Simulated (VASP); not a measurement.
# As (Pm-3m) in VASP: notebook

Runs on As. Level: PBE. Tasks: single point, relaxation of cell and atoms.

Program: VASP 6.6.1. These are calculated values, not measurements. Logs are shortened: lines on timing, memory, paths and dates and some standing lists are left out, and cuts for length are marked.

## 1. The cell of the first run

Symmetry: Pm-3m, No. 221, cubic system. Conventional cell: a = 4.760 Å, b = 4.760 Å, c = 4.760 Å, α = 90.00°, β = 90.00°, γ = 90.00°. As (site symmetry 4/mmm) has 6 As at 2.38 Å within 3.1 Å. As (site symmetry m-3m) has 6 As at 2.38 Å within 3.1 Å. Within 3.1 Å of As (site symmetry 4/mmm) lie 4 As at 2.38 Å.

## 2. Single point, PBE

INCAR reads:

```
PREC     = Accurate       # precision mode
ENCUT    = 520            # plane-wave cutoff, eV
EDIFF    = 1E-6           # SCF threshold, eV
ISMEAR   = 0              # smearing method
SIGMA    = 0.1            # smearing width, eV
LREAL    = F              # projectors in reciprocal space
LASPH    = T              # aspherical terms in the spheres
NELM     = 80             # most SCF steps
ALGO     = Normal         # electronic algorithm
ISIF     = 2              # what is computed and relaxed
LWAVE    = F              # write WAVECAR
LCHARG   = T              # write CHGCAR
GGA      = PE             # functional
LELF     = T              # ELF
LVHAR    = T            
NBANDS   = 26             # bands
```

KPOINTS reads:

```
regular mesh
0
Gamma
  4 4 4
```

POSCAR reads:

```
As
1.0
    4.7600000000      0.0000000000      0.0000000000
    0.0000000000      4.7600000000      0.0000000000
    0.0000000000      0.0000000000      4.7600000000
As
7
Direct
    0.5000000000      0.5000000000      0.0000000000
    0.0000000000      0.5000000000      0.5000000000
    0.5000000000      0.0000000000      0.5000000000
    0.5000000000      0.5000000000      0.5000000000
    0.5000000000      0.0000000000      0.0000000000
    0.0000000000      0.5000000000      0.0000000000
    0.0000000000      0.0000000000      0.5000000000
```

Potentials or basis: VASP PAW PBE potentials, release 64 (As).

Launch:

```bash
$ cat potpaw_PBE.64/As/POTCAR > POTCAR
$ mpirun -np 1 vasp_std > vasp.out
```

OUTCAR:

```text
PREC = Accurate
   ENCUT = 520
   EDIFF = 1E-6
   ISMEAR = 0
   LREAL = F
   LASPH = T
   NELM = 80
   ISIF = 2
   GGA = PE

 ion  position               nearest neighbor table
   1  0.500  0.500  0.000-   4 2.38   5 2.38   6 2.38   4 2.38   5 2.38   6 2.38
   2  0.000  0.500  0.500-   4 2.38   6 2.38   7 2.38   6 2.38   7 2.38   4 2.38
   3  0.500  0.000  0.500-   4 2.38   5 2.38   7 2.38   5 2.38   4 2.38   7 2.38
   4  0.500  0.500  0.500-   1 2.38   2 2.38   3 2.38   1 2.38   3 2.38   2 2.38
   5  0.500  0.000  0.000-   1 2.38   3 2.38   3 2.38   1 2.38
   6  0.000  0.500  0.000-   1 2.38   2 2.38   2 2.38   1 2.38
   7  0.000  0.000  0.500-   2 2.38   3 2.38   2 2.38   3 2.38

  LATTYP: Found a simple cubic cell.
 ALAT       =     4.7600000000

  Lattice vectors:

 A1 = (   4.7600000000,   0.0000000000,   0.0000000000)
 A2 = (   0.0000000000,   4.7600000000,   0.0000000000)
 A3 = (   0.0000000000,   0.0000000000,   4.7600000000)

Analysis of symmetry for initial positions (statically):
=====================================================================
 Subroutine PRICEL returns:
 Original cell was already a primitive cell.

 Routine SETGRP: Setting up the symmetry group for a
 simple cubic supercell.

 Subroutine GETGRP returns: Found 48 space group operations
 (whereof 48 operations were pure point group operations)
 out of a pool of 48 trial point group operations.

The static configuration has the point symmetry O_h .

Analysis of symmetry for dynamics (positions and initial velocities):
=====================================================================
 Subroutine PRICEL returns:
 Original cell was already a primitive cell.

 Routine SETGRP: Setting up the symmetry group for a
 simple cubic supercell.

 Subroutine GETGRP returns: Found 48 space group operations
 (whereof 48 operations were pure point group operations)
 out of a pool of 48 trial point group operations.

The dynamic configuration has the point symmetry O_h .

 Subroutine INISYM returns: Found 48 space group operations
 (whereof 48 operations are pure point group operations),
 and found     1 'primitive' translations

----------------------------------------------------------------------------------------

                                     Primitive cell

  volume of cell :     107.8502

  direct lattice vectors                    reciprocal lattice vectors
     4.760000000  0.000000000  0.000000000     0.210084034  0.000000000  0.000000000
[... 87 lines left out ...]
   ISIF   =      2    stress and relaxation
   ISYM   =      2    0-nonsym 1-usesym 2-fastsym
   POTIM  = 0.5000    time-step for ionic-motion
   TEBEG  =    0.0;   TEEND  =   0.0 temperature during run
   PSTRESS=    0.0 pullay stress
   NELECT =      35.0000    total number of electrons
   NUPDOWN=      -1.0000    fix difference up-down
   EMIN   =  10.00;   EMAX   =-10.00  energy-range for DOS
   EFERMI =   0.00;   METHOD = LEGACY
   ISMEAR =     0;   SIGMA  =   0.10  broadening in eV -4-tet -1-fermi 0-gaus
   EFERMI_NEDOS =   21; number of points for ismear=-14 and -15
   IALGO  =     38    algorithm
   IMIX   =      4    mixing-type and parameters
     AMIX     =   0.40;   BMIX     =  1.00
     AMIX_MAG =   1.60;   BMIX_MAG =  1.00
  volume/ion in A,a.u.               =      15.41       103.97
  Fermi-wavevector in a.u.,A,eV,Ry     =   1.125012  2.125965 17.220247  1.265652
  Thomas-Fermi vector in A             =   2.261687
   LORBIT       =      0    0 simple, 1 ext, 2 COOP (PROOUT), +10 PAW based schemes
   GGA     = PE    functional components
   LHFCALC =     F    Hartree Fock is set to
   AEXX    =    0.0000 exact exchange contribution
   IVDW    =     0    specifies the selected vdW correction
   LEPSILON=     F    determine dielectric tensor
   LRPA    =     F    only Hartree local field effects (RPA)
 non-spin polarized calculation
 Gauss-broadening in eV      SIGMA  =   0.10
  energy-cutoff  :      520.00
  volume of cell :      107.85
 maximum number of plane-waves:      2945
 NGX is ok and might be reduce to    36
   NGX = 17   NGY = 17   NGZ = 17

 number of electron      34.9999999 magnetization

 Free energy of the ion-electron system (eV)
  ---------------------------------------------------
  ext. energy  EPLUGINS =         0.00000000
  ---------------------------------------------------
  free energy    TOTEN  =       -24.48716534 eV

  energy without entropy =      -24.46833087  energy(sigma->0) =      -24.47774811

 E-fermi :   9.1272     XC(G=0): -11.4897

 val. band max:        9.1124029553   @ k =   0.2500   0.2500   0.0000
 cond. band min:       9.3595148843   @ k =   0.2500   0.0000   0.0000
 fundamental gap:      0.2471119290
 Fermi energy:         9.1272221585

 k-point     1 :       0.0000    0.0000    0.0000
  band No.  band energies     occupation
      1      -9.2118      2.00000
      2      -4.4958      2.00000
      3      -4.4958      2.00000
      4      -2.3457      2.00000
      5      -0.5671      2.00000
      6      -0.5671      2.00000
[... 279 lines left out ...]
     25      10.8274      0.00000
     26      11.3139      0.00000

------------------------ aborting loop because EDIFF is reached ----------------------------------------

  FORCE on cell =-STRESS in cart. coord.  units (eV):
  Direction    XX          YY          ZZ          XY          YZ          ZX
  --------------------------------------------------------------------------------------
  -------------------------------------------------------------------------------------
  Total       37.2191482     37.2191482     37.2191482     -0.0000000     -0.0000000     -0.0000000
  in kB      552.9121752    552.9121752    552.9121752     -0.0000000     -0.0000000     -0.0000000
  external PRESSURE =     552.9121752 kB  Pullay stress =       0.0000000 kB

 VOLUME and BASIS-vectors are now :
 -----------------------------------------------------------------------------
  energy-cutoff  :      520.00
  volume of cell :      107.85
      direct lattice vectors                 reciprocal lattice vectors
     4.760000000  0.000000000  0.000000000     0.210084034  0.000000000  0.000000000
     0.000000000  4.760000000  0.000000000     0.000000000  0.210084034  0.000000000
     0.000000000  0.000000000  4.760000000     0.000000000  0.000000000  0.210084034

 POSITION                                       TOTAL-FORCE (eV/Angst)
 -----------------------------------------------------------------------------------
      2.38000      2.38000      0.00000         0.000000      0.000000      0.000000
      0.00000      2.38000      2.38000         0.000000      0.000000      0.000000
      2.38000      0.00000      2.38000         0.000000      0.000000      0.000000
      2.38000      2.38000      2.38000         0.000000      0.000000      0.000000
      2.38000      0.00000      0.00000         0.000000      0.000000      0.000000
      0.00000      2.38000      0.00000         0.000000      0.000000      0.000000
      0.00000      0.00000      2.38000         0.000000      0.000000      0.000000
 -----------------------------------------------------------------------------------
    total drift:                                0.000000      0.000000      0.000000

  FREE ENERGIE OF THE ION-ELECTRON SYSTEM (eV)
  ---------------------------------------------------
  free  energy   TOTEN  =       -24.4871653425 eV

  energy  without entropy=      -24.4683308692  energy(sigma->0) =      -24.47774811
```

OSZICAR:

```text
N       E                     dE             d eps       ncg     rms          rms(c)
DAV:   1     0.155418829227E+03    0.15542E+03   -0.14889E+04   520   0.117E+03
DAV:   2    -0.141046304446E+02   -0.16952E+03   -0.16291E+03   668   0.191E+02
DAV:   3    -0.244968021236E+02   -0.10392E+02   -0.10159E+02   644   0.468E+01
DAV:   4    -0.246367390136E+02   -0.13994E+00   -0.13954E+00   678   0.530E+00
DAV:   5    -0.246380632375E+02   -0.13242E-02   -0.13233E-02   628   0.484E-01    0.106E+01
DAV:   6    -0.245335133442E+02    0.10455E+00   -0.28529E-02   636   0.880E-01    0.634E+00
DAV:   7    -0.244873088674E+02    0.46204E-01   -0.44263E-02   586   0.116E+00    0.200E-01
DAV:   8    -0.244871956859E+02    0.11318E-03   -0.11509E-03   624   0.179E-01    0.111E-01
DAV:   9    -0.244871583960E+02    0.37290E-04   -0.55504E-04   606   0.103E-01    0.192E-02
DAV:  10    -0.244871645777E+02   -0.61817E-05   -0.18046E-05   660   0.236E-02    0.124E-02
DAV:  11    -0.244871653425E+02   -0.76481E-06   -0.50111E-06   600   0.123E-02
   1 F= -.24487165E+02 E0= -.24477748E+02  d E =-.188345E-01
```

stdout:

```text
POSCAR found type information on POSCAR As
 POSCAR found :  1 types and       7 ions
 scaLAPACK will be used
 LDA part: xc-table for (Slater+PW92), standard interpolation
 POSCAR, INCAR and KPOINTS ok, starting setup
 FFT: planning ... GRIDC
 FFT: planning ... GRID_SOFT
 FFT: planning ... GRID
 WAVECAR not read
 entering main loop
```

Run time: 12 s. Hardware: 1 thread of Intel Xeon 6975P-C (Granite Rapids), shared host; peak memory 0.19 GiB.

What came out:

```yaml
Free_energy: -24.4872 eV
Pressure: 55.3 GPa
```

## 3. Single point, PBE

This run uses another cell than the first one, of 21.85 Å³/atom, 1.418 times its volume.

INCAR reads:

```
SYSTEM = As
  ALGO = Normal
  EDIFF = 1E-6
  ENCUT = 520
  GGA = PE
  ISIF = 2
  ISMEAR = 0
  LASPH = .TRUE.
  LCHARG = .FALSE.
  LREAL = .FALSE.
  LWAVE = .FALSE.
  NBANDS = 26
  NELM = 80
  PREC = Accurate
  SIGMA = 0.1
```

KPOINTS reads:

```
k-points
0
G
  4 4 4
  0 0 0
```

POSCAR, as its differences from that of step 2:

```diff
@@ -2,5 +2,5 @@
 1.0
-    4.7600000000      0.0000000000      0.0000000000
-    0.0000000000      4.7600000000      0.0000000000
-    0.0000000000      0.0000000000      4.7600000000
+    5.3480174614      0.0000000000      0.0000000000
+    0.0000000000      5.3480174614      0.0000000000
+    0.0000000000      0.0000000000      5.3480174614
 As
```

Potentials or basis: VASP PAW PBE potentials, release 64 (As).

Launch:

```bash
$ cat potpaw_PBE.64/As/POTCAR > POTCAR
$ mpirun -np 1 vasp_std > vasp.out
```

Wall time 15 s (1 thread of Intel Xeon 6975P-C (Granite Rapids), shared host); peak memory 0.23 GiB.

It converged, with:

* Free energy: -30.2477 eV
* Pressure: 0.3 GPa

Levels at points of the mesh, in eV from the Fermi level:
```csv
k point,band 14,band 15,band 16,band 17,band 18,band 19,band 20,band 21,band 22,band 23
"(0.00, 0.00, 0.00)",-3.08,-3.08,-3.08,0.35,0.35,0.35,3.04,3.04,3.04,4.97
"(0.50, 0.00, 0.00)",-2.34,-1.76,-0.45,-0.45,-0.25,0.44,0.57,2.20,2.36,3.72
"(0.50, 0.50, 0.00)",-1.36,-1.34,-1.16,-0.83,-0.11,-0.11,0.67,0.87,1.67,1.67
"(0.50, 0.50, 0.50)",-0.57,-0.57,-0.57,-0.57,-0.57,-0.57,0.35,0.35,0.35,0.57
```

(Part 1 of 2 ends here.)
